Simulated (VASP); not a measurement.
# CdS3 (P6_3/mmc) in VASP: notebook

CdS3 is run at these levels: PBE; tasks: relaxation of cell and atoms, single point.

Everything below comes from runs of VASP 6.6.1. Logs are shortened: lines on timing, memory, paths and dates and some standing lists are left out, and cuts for length are marked.

### 1 The cell of the first run

Symmetry: P6_3/mmc, No. 194, hexagonal system. The conventional cell has a = 6.408 Å, b = 6.408 Å, c = 4.830 Å, α = 90.00°, β = 90.00°, γ = 120.00°. Cd (site symmetry -6m2) has 12 S at 2.96 to 3.21 Å within 3.9 Å. S (site symmetry mm2) has 8 S at 2.95 to 3.46 Å and 4 Cd at 2.96 to 3.21 Å within 3.9 Å.

### 2 Relaxation of cell and atoms, PBE

Contents of INCAR:

```
SYSTEM = CdS3
  PREC = Accurate
  ENCUT = 500
  EDIFF = 1E-7
  ISMEAR = 0
  SIGMA = 0.1
  LREAL = .False.
  LASPH = .True.
  NELM = 120
  ALGO = Normal
  ISIF = 3
  LWAVE = .False.
  LCHARG = .False.
  GGA = PE
  IBRION = 2
  NSW = 90
  EDIFFG = -0.04
  GGA_COMPAT = .False.
  NELMIN = 4
```

Contents of KPOINTS:

```
regular mesh
0
Gamma
  3 3 4
  0 0 0
```

Contents of POSCAR:

```
CdS3
1.0
    6.4075960300      0.0000000000      0.0000000000
   -3.2037980200      5.5491409400      0.0000000000
    0.0000000000      0.0000000000      4.8297095400
Cd S
2 6
Direct
    0.3333333300      0.6666666700      0.7500000000
    0.6666666700      0.3333333300      0.2500000000
    0.1798179900      0.3596359800      0.2500000000
    0.6403640200      0.8201820100      0.2500000000
    0.1798179900      0.8201820100      0.2500000000
    0.8201820100      0.6403640200      0.7500000000
    0.3596359800      0.1798179900      0.7500000000
    0.8201820100      0.1798179900      0.7500000000
```

Potentials or basis: VASP PAW PBE potentials, release 64 (Cd, S).

The run is started by

```sh
cat potpaw_PBE.64/Cd/POTCAR potpaw_PBE.64/S/POTCAR > POTCAR
mpirun -np 1 vasp_std > vasp.out
```

OUTCAR:

```text
SYSTEM = CdS3
   PREC = Accurate
   ENCUT = 500
   EDIFF = 1E-7
   ISMEAR = 0
   LREAL = .False.
   LASPH = .True.
   NELM = 120
   ISIF = 3
   GGA = PE
   IBRION = 2
   NSW = 90
   EDIFFG = -0.04
   NELMIN = 4

 ion  position               nearest neighbor table
   1  0.333  0.667  0.750-   5 2.96   5 2.96   4 2.96   4 2.96   3 2.96   3 2.96   6 3.21   7 3.21
                             8 3.21   8 3.21   6 3.21   7 3.21
   2  0.667  0.333  0.250-   8 2.96   8 2.96   7 2.96   7 2.96   6 2.96   6 2.96   3 3.21   4 3.21
                             5 3.21   5 3.21   3 3.21   4 3.21
   3  0.180  0.360  0.250-   1 2.96   1 2.96   2 3.21   2 3.21
   4  0.640  0.820  0.250-   1 2.96   1 2.96   2 3.21   2 3.21
   5  0.180  0.820  0.250-   1 2.96   1 2.96   2 3.21   2 3.21
   6  0.820  0.640  0.750-   2 2.96   2 2.96   1 3.21   1 3.21
   7  0.360  0.180  0.750-   2 2.96   2 2.96   1 3.21   1 3.21
   8  0.820  0.180  0.750-   2 2.96   2 2.96   1 3.21   1 3.21

  LATTYP: Found a hexagonal cell.
 ALAT       =     6.4075960300
 C/A-ratio  =     0.7537475080

  Lattice vectors:

 A1 = (   6.4075960300,   0.0000000000,   0.0000000000)
 A2 = (  -3.2037980200,   5.5491409400,   0.0000000000)
 A3 = (   0.0000000000,   0.0000000000,   4.8297095400)

Analysis of symmetry for initial positions (statically):
=====================================================================
 Subroutine PRICEL returns:
 Original cell was already a primitive cell.

 Routine SETGRP: Setting up the symmetry group for a
 hexagonal supercell.

 Subroutine GETGRP returns: Found 24 space group operations
 (whereof 12 operations were pure point group operations)
 out of a pool of 24 trial point group operations.

The static configuration has the point symmetry D_3d.
 The point group associated with its full space group is D_6h.

Analysis of symmetry for dynamics (positions and initial velocities):
=====================================================================
 Subroutine PRICEL returns:
 Original cell was already a primitive cell.

 Routine SETGRP: Setting up the symmetry group for a
 hexagonal supercell.

 Subroutine GETGRP returns: Found 24 space group operations
 (whereof 12 operations were pure point group operations)
 out of a pool of 24 trial point group operations.

The dynamic configuration has the point symmetry D_3d.
 The point group associated with its full space group is D_6h.

 Subroutine INISYM returns: Found 24 space group operations
 (whereof 12 operations are pure point group operations),
 and found     1 'primitive' translations

----------------------------------------------------------------------------------------

                                     Primitive cell

  volume of cell :     171.7283

  direct lattice vectors                    reciprocal lattice vectors
     6.407596030  0.000000000  0.000000000     0.156064770  0.090104037  0.000000000
    -3.203798020  5.549140940  0.000000000     0.000000000  0.180208074  0.000000000
     0.000000000  0.000000000  4.829709540     0.000000000  0.000000000  0.207051789

  length of vectors
     6.407596030  6.407596033  4.829709540     0.180208074  0.180208074  0.207051789

  position of ions in fractional coordinates (direct lattice)
     0.333333330  0.666666670  0.750000000
     0.666666670  0.333333330  0.250000000
     0.179817990  0.359635980  0.250000000
     0.640364020  0.820182010  0.250000000
     0.179817990  0.820182010  0.250000000
     0.820182010  0.640364020  0.750000000
     0.359635980  0.179817990  0.750000000
     0.820182010  0.179817990  0.750000000

  ion indices of the primitive-cell ions
   primitive index   ion index
                 1           1
                 2           2
                 3           3
                 4           4
                 5           5
                 6           6
                 7           7
                 8           8

----------------------------------------------------------------------------------------

 KPOINTS: regular mesh

Automatic generation of k-mesh.
 Grid dimensions read from file:
 generate k-points for:    3    3    4

 Generating k-lattice:

  Cartesian coordinates                     Fractional coordinates (reciprocal lattice)
     0.052021590  0.030034679  0.000000000     0.333333333 -0.000000000  0.000000000
     0.000000000  0.060069358  0.000000000     0.000000000  0.333333333  0.000000000
     0.000000000  0.000000000  0.051762947     0.000000000  0.000000000  0.250000000

  Length of vectors
     0.060069358  0.060069358  0.051762947

  Shift w.r.t. Gamma in fractional coordinates (k-lattice)
     0.000000000  0.000000000  0.000000000

 Subroutine IBZKPT returns following result:
 ===========================================

 Found      9 irreducible k-points:

 Following reciprocal coordinates:
            Coordinates               Weight
  0.000000  0.000000  0.000000      1.000000
  0.333333 -0.000000  0.000000      6.000000
  0.333333  0.333333  0.000000      2.000000
  0.000000  0.000000  0.250000      2.000000
  0.333333 -0.000000  0.250000     12.000000
  0.333333  0.333333  0.250000      4.000000
  0.000000  0.000000  0.500000      1.000000
  0.333333 -0.000000  0.500000      6.000000
  0.333333  0.333333  0.500000      2.000000
   k-points           NKPTS =      9   k-points in BZ     NKDIM =      9   number of bands    NBANDS=     36
   number of dos      NEDOS =    301   number of ions     NIONS =      8
   total plane-waves  NPLWV =  82944
   dimension x,y,z NGX =    48 NGY =   48 NGZ =   36
   dimension x,y,z NGXF=    96 NGYF=   96 NGZF=   72
   ions per type =               2   6
   NGX,Y,Z   is equivalent  to a cutoff of  12.45, 12.45, 12.39 a.u.
   NGXF,Y,Z  is equivalent  to a cutoff of  24.91, 24.91, 24.78 a.u.
 SYSTEM =  CdS3
   PREC   = accura    normal or accurate (medium, high low for compatibility)
   ISTART =      0    job   : 0-new  1-cont  2-samecut
   ICHARG =      2    charge: 1-file 2-atom 10-const
   ISPIN  =      1    spin polarized calculation?
   LNONCOLLINEAR =      F non collinear calculations
   LSORBIT =      F    spin-orbit coupling
   LASPH  =      T    aspherical Exc in radial PAW
   ENCUT  =  500.0 eV  36.75 Ry    6.06 a.u.  11.68 11.68  8.81*2*pi/ulx,y,z
   NELM   =    120;   NELMIN=  4; NELMDL= -5     # of ELM steps
   EDIFF  = 0.1E-06   stopping-criterion for ELM
   LREAL  =      F    real-space projection
   EDIFFG = -.4E-01   stopping-criterion for IOM
   NSW    =     90    number of steps for IOM
   IBRION =      2    ionic relax: 0-MD 1-quasi-New 2-CG
   NFREE  =      1    steps in history (QN), initial steepest desc. (CG)
   ISIF   =      3    stress and relaxation
   ISYM   =      2    0-nonsym 1-usesym 2-fastsym
   POTIM  = 0.5000    time-step for ionic-motion
   TEBEG  =    0.0;   TEEND  =   0.0 temperature during run
   PSTRESS=    0.0 pullay stress
   NELECT =      60.0000    total number of electrons
   NUPDOWN=      -1.0000    fix difference up-down
   EMIN   =  10.00;   EMAX   =-10.00  energy-range for DOS
   EFERMI =   0.00;   METHOD = LEGACY
   ISMEAR =     0;   SIGMA  =   0.10  broadening in eV -4-tet -1-fermi 0-gaus
   EFERMI_NEDOS =   21; number of points for ismear=-14 and -15
   IALGO  =     38    algorithm
   IMIX   =      4    mixing-type and parameters
     AMIX     =   0.40;   BMIX     =  1.00
     AMIX_MAG =   1.60;   BMIX_MAG =  1.00
  volume/ion in A,a.u.               =      21.47       144.86
  Fermi-wavevector in a.u.,A,eV,Ry     =   1.153041  2.178931 18.088983  1.329503
  Thomas-Fermi vector in A             =   2.289687
   LORBIT       =      0    0 simple, 1 ext, 2 COOP (PROOUT), +10 PAW based schemes
   GGA     = PE    functional components
   LHFCALC =     F    Hartree Fock is set to
   AEXX    =    0.0000 exact exchange contribution
   IVDW    =     0    specifies the selected vdW correction
   LEPSILON=     F    determine dielectric tensor
   LRPA    =     F    only Hartree local field effects (RPA)
 conjugate gradient relaxation of ions
 non-spin polarized calculation
 Gauss-broadening in eV      SIGMA  =   0.10
  energy-cutoff  :      500.00
  volume of cell :      171.73
 maximum number of plane-waves:      4374
 NGX is ok and might be reduce to    48
   NGX = 23   NGY = 23   NGZ = 17

--------------------------------------- Ionic step        1  -------------------------------------------

 number of electron      59.9999995 magnetization

 Free energy of the ion-electron system (eV)
  ---------------------------------------------------
  ext. energy  EPLUGINS =         0.00000000
  ---------------------------------------------------
  free energy    TOTEN  =       -20.24902482 eV

  energy without entropy =      -20.21281828  energy(sigma->0) =      -20.23092155

------------------------ aborting loop because EDIFF is reached ----------------------------------------

  FORCE on cell =-STRESS in cart. coord.  units (eV):
  Direction    XX          YY          ZZ          XY          YZ          ZX
  --------------------------------------------------------------------------------------
  -------------------------------------------------------------------------------------
  Total       -6.8928353     -6.8928353     -7.7616077      0.0000000      0.0000000      0.0000000
  in kB      -64.3082349    -64.3082349    -72.4136405      0.0000001      0.0000000      0.0000000
  external PRESSURE =     -67.0100368 kB  Pullay stress =       0.0000000 kB
[... 107 lines left out ...]
  FREE ENERGIE OF THE ION-ELECTRON SYSTEM (eV)
  ---------------------------------------------------
  free  energy   TOTEN  =       -20.7628614574 eV

  energy  without entropy=      -20.7368930580  energy(sigma->0) =      -20.74987726

 E-fermi :   4.8678     XC(G=0): -10.6179

 val. band max:        4.8569982442   @ k =   0.3333  -0.0000   0.0000
 cond. band min:       4.8805669776   @ k =   0.3333   0.3333   0.2500
 fundamental gap:      0.0235687334
 Fermi energy:         4.8678098494

 k-point     1 :       0.0000    0.0000    0.0000
  band No.  band energies     occupation
      1     -10.1833      2.00000
      2      -8.5968      2.00000
      3      -7.2013      2.00000
      4      -7.2013      2.00000
      5      -6.5219      2.00000
      6      -6.5219      2.00000
[... 340 lines left out ...]
     35       8.0150      0.00000
     36       8.0150      0.00000

 E-fermi :   4.3309     XC(G=0): -10.1971

 val. band max:        4.3043348612   @ k =   0.3333  -0.0000   0.2500
 cond. band min:       4.3435027211   @ k =   0.3333   0.3333   0.0000
 fundamental gap:      0.0391678599
 Fermi energy:         4.3309436264

 k-point     1 :       0.0000    0.0000    0.0000
  band No.  band energies     occupation
      1     -11.0764      2.00000
      2     -10.0366      2.00000
      3      -7.6253      2.00000
      4      -7.6253      2.00000
      5      -7.2532      2.00000
      6      -7.2532      2.00000
[... 340 lines left out ...]
     35       7.4485      0.00000
     36       7.4485      0.00000

[... ionic steps 4 to 74 ...]

--------------------------------------- Ionic step       75  -------------------------------------------

 number of electron      59.9999983 magnetization

------------------------ aborting loop because EDIFF is reached ----------------------------------------

  FORCE on cell =-STRESS in cart. coord.  units (eV):
  Direction    XX          YY          ZZ          XY          YZ          ZX
  --------------------------------------------------------------------------------------
  -------------------------------------------------------------------------------------
  Total        0.0686154      0.0686154     -0.5437917     -0.0000000     -0.0000000      0.0000000
  in kB        0.4094673      0.4094673     -3.2451170     -0.0000000     -0.0000000      0.0000000
  external PRESSURE =      -0.8087275 kB  Pullay stress =       0.0000000 kB
[... 69 lines left out ...]
  energy  without entropy=      -22.3006990390  energy(sigma->0) =      -22.30069904

--------------------------------------- Ionic step       77  -------------------------------------------

 number of electron      59.9999989 magnetization

 Free energy of the ion-electron system (eV)
  ---------------------------------------------------
  ext. energy  EPLUGINS =         0.00000000
  ---------------------------------------------------
  free energy    TOTEN  =       -22.30235457 eV

  energy without entropy =      -22.30235457  energy(sigma->0) =      -22.30235457

 E-fermi :   1.0988     XC(G=0):  -7.4948

 val. band max:        0.6607076825   @ k =   0.0000   0.0000   0.5000
 cond. band min:       1.5401692003   @ k =   0.3333  -0.0000   0.0000
 fundamental gap:      0.8794615178
 Fermi energy:         1.0987904999

 k-point     1 :       0.0000    0.0000    0.0000
  band No.  band energies     occupation
      1     -16.8804      2.00000
      2     -16.8228      2.00000
      3     -11.0469      2.00000
      4     -11.0469      2.00000
      5     -11.0285      2.00000
      6     -11.0285      2.00000
[... 375 lines left out ...]
  FREE ENERGIE OF THE ION-ELECTRON SYSTEM (eV)
  ---------------------------------------------------
  free  energy   TOTEN  =       -22.3023545701 eV

  energy  without entropy=      -22.3023545701  energy(sigma->0) =      -22.30235457

 reached required accuracy - stopping structural energy minimisation
```

It took 25 min on 1 thread of Intel Xeon 6975P-C (Granite Rapids), shared host; peak memory 0.31 GiB.

What came out:

```yaml
Free_energy: -22.3024 eV
Relaxed_volume: 33.37 Å³/atom
Relaxed_cell: a = 6.831 Å, b = 6.831 Å, c = 6.607 Å, α = 90.00°, β = 90.00°, γ = 120.00°
Space_group_after_relaxing_to_0.05_Å: P6_3/mmc (No. 194)
Energy_gained_by_relaxing: 256.7 meV/atom
Ionic_steps: 77
Pressure_after_relaxing: 0.0 GPa
Largest_force_after_relaxing: 0.013 eV/Å
Band_gap_on_the_k_mesh: 0.88 eV, indirect (least direct gap 1.32 eV)
```

Forces on the atoms (eV/Å):
```
Cd   0.000  0.000  0.000
Cd   0.000  0.000  0.000
S    0.000 -0.013  0.000
S    0.011  0.006  0.000
S   -0.011  0.006  0.000
S    0.000  0.013  0.000
S   -0.011 -0.006  0.000
S    0.011 -0.006  0.000
```

The path:
| step | energy change (eV) | largest force (eV/Å) | pressure (GPa) | volume (Å³) |
| --- | --- | --- | --- | --- |
| 1 | 0.0000 | 0.4176 | -6.70 | 171.73 |
| 3 | -0.5138 | 0.0028 | -0.02 | 151.14 |
| 5 | -0.5182 | 0.0205 | -0.21 | 151.37 |
| 7 | -0.5717 | 0.0994 | 0.12 | 149.78 |
| 9 | -0.5965 | 0.1457 | 0.88 | 148.41 |
| 11 | -0.6002 | 0.1584 | 1.05 | 148.28 |
| 13 | -0.6088 | 0.2176 | 0.83 | 150.01 |
| 15 | -0.6162 | 0.2167 | 0.62 | 150.30 |
| 17 | -0.6471 | 0.3282 | -1.24 | 156.23 |
| 19 | -0.6775 | 0.3453 | -1.15 | 157.07 |
| 21 | -0.8657 | 0.5260 | -0.28 | 160.87 |
| 23 | 0.1933 | 4.4320 | 15.45 | 176.69 |
| 25 | -1.2306 | 0.7766 | 6.03 | 170.49 |
| 27 | -1.2796 | 0.2630 | 4.49 | 168.91 |
| 29 | -1.2876 | 0.4768 | 4.96 | 170.46 |
| 31 | -1.3351 | 0.4140 | 4.45 | 172.46 |
| 33 | -1.5002 | 0.1229 | 2.46 | 181.64 |
| 35 | -1.5997 | 0.7329 | -1.81 | 221.65 |
| 37 | -1.6408 | 0.3048 | -0.56 | 204.25 |
| 39 | -1.6655 | 0.0271 | 0.24 | 209.40 |
| 41 | -1.6712 | 0.1419 | 0.97 | 213.34 |
| 43 | -1.7084 | 0.1376 | 1.22 | 221.65 |
| 45 | -1.6507 | 2.0500 | 3.54 | 261.75 |
| 47 | -1.7769 | 0.8300 | 2.35 | 242.50 |
| 49 | -1.7906 | 0.9404 | 2.39 | 247.36 |
| 51 | -1.8137 | 1.1021 | 2.33 | 256.28 |
| 53 | -1.9205 | 0.5797 | 1.15 | 270.31 |
| 55 | -1.9730 | 0.0126 | -0.05 | 290.40 |
| 57 | -1.9941 | 0.2489 | 0.17 | 295.79 |
| 59 | -2.0012 | 0.1794 | 0.00 | 298.82 |
| 61 | -2.0060 | 0.0495 | -0.23 | 300.63 |
| 63 | -2.0150 | 0.2358 | -0.03 | 297.04 |
| 65 | -2.0201 | 0.1328 | -0.18 | 295.81 |
| 67 | -2.0258 | 0.0038 | -0.37 | 292.74 |
| 69 | -2.0413 | 0.1063 | -0.10 | 281.87 |
| 71 | -2.0446 | 0.2082 | 0.15 | 274.05 |
| 73 | -2.0501 | 0.0118 | -0.08 | 268.79 |
| 75 | -2.0505 | 0.0144 | -0.08 | 268.48 |
| 77 | -2.0533 | 0.0128 | 0.01 | 267.00 |

Final structure:
```
Cd S
1.0
     6.83082    0.00000    0.00000
    -3.41541    5.91566    0.00000
     0.00000    0.00000    6.60737
Cd S
2 6
Direct
  0.33333 0.66667 0.75000
  0.66667 0.33333 0.25000
  0.23140 0.46280 0.25000
  0.53720 0.76860 0.25000
  0.23140 0.76860 0.25000
  0.76860 0.53720 0.75000
  0.46280 0.23140 0.75000
  0.76860 0.23140 0.75000
```

Levels at points of the mesh, in eV from the valence-band top:
```
           k point  band 28  band 29  band 30  band 31  band 32  band 33
(0.00, 0.00, 0.00)    -0.95    -0.82    -0.80     1.15     1.51     2.00
(0.00, 0.00, 0.50)    -1.04     0.00     0.00     1.32     1.32     2.23
```

Caveat: the volume moved by over 15 % at a fixed basis, so the end points are rough. A k mesh can miss the band edges.

(Part 1 of 2 ends here.)
